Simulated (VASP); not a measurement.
Wanted: the native input for a VASP 6.6.1 run.

```
Task                   : single point
Functional             : LDA
Potentials or basis    : VASP PAW LDA potentials, release 64 (Sn_d, Te)
Cutoff                 : 520 eV
k mesh                 : 10 × 10 × 10
Occupations            : gaussian, width 0.03 eV
Spin                   : no spin polarisation
Dipole correction      : no
Further INCAR settings : ALGO = Normal; EDIFF = 1e-06; NBANDS = 17
```

The structure of SnTe lies in POSCAR:

```
SnTe
1.0
    0.0000000000      3.0933700000      3.1565000000
    3.1565000000      0.0000000000      3.1565000000
    3.1565000000      3.0933700000      0.0000000000
Sn Te
1 1
Direct
    0.0000000000      0.0000000000      0.0000000000
    0.5000000000      0.5000000000      0.5000000000
```

This cell differs from its parent crystal: strain -0.0200 x Voigt [0, 1, 0, 0, 0, 0].

These files were run (other wordings do the same):

INCAR

```
SYSTEM = SnTe
PREC = Accurate
ENCUT = 520
EDIFF = 1E-6
ISMEAR = 0
SIGMA = 0.03
LREAL = .FALSE.
LASPH = .TRUE.
NELM = 60
ALGO = Normal
ISIF = 2
LWAVE = .FALSE.
LCHARG = .FALSE.
GGA = CA
NBANDS = 17
```

KPOINTS

```
regular mesh
0
G
  10 10 10
  0 0 0
```

Potentials or basis: VASP PAW LDA potentials, release 64 (Sn_d, Te).

The run is started by

```console
$ cat potpaw_LDA.64/Sn_d/POTCAR potpaw_LDA.64/Te/POTCAR > POTCAR
$ mpirun -np 1 vasp_std > vasp.out
```

Results of the run:

```json
{
 "Pressure": "-0.7 GPa",
 "Band gap on the k mesh": "0.19 eV, direct"
}
```

Caveat: the cell differs from its parent crystal (strain -0.0200 x Voigt [0, 1, 0, 0, 0, 0]); spin-orbit coupling is left out, which moves the levels of the heavy elements.

Run time: 49 s on 1 thread of Intel(R) Xeon(R) 6975P-C (Granite Rapids), on a shared host, peak memory 0.24 GiB.
